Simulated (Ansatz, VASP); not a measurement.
CdSe in VASP and in Ansatz

```
Cd Se
1.0
     0.00000    2.96532    3.06778
     2.96532    0.00000    3.06778
     2.96532    2.96532    0.00000
Cd Se
1 1
Direct
  0.00000 0.00000 0.00000
  0.25000 0.25000 0.25000
```

Change from the starting cell: biaxial_xy strain -3.3%.

Alike in both runs: task single point; functional HSE06; k mesh 6 × 6 × 6; no spin polarisation.

```csv
,VASP,Ansatz
version,VASP 6.6.1,Ansatz 0.2.0
potentials or method,"VASP PAW PBE potentials, release 64 (Cd, Se)","plane waves, PAW"
plane-wave cutoff (eV),520,420
occupations,"gaussian, width 0.01 eV",fixed
valence electrons in the cell,18,36
```

```csv
,VASP,Ansatz,Ansatz less VASP
gap on the k mesh at the Fermi level (eV),1.61,1.60,-0.006
pressure (GPa),4.5,4.2,-0.24
"traceless stress, the component that is largest in VASP (GPa)",-0.37,-0.37,-0.005
```

VASP's potentials hold 18 valence electrons a cell and Ansatz's 36, so a difference there can come from the potentials and not from the codes. Ansatz's warnings: stress exchange threshold loose, stress scf threshold loose.
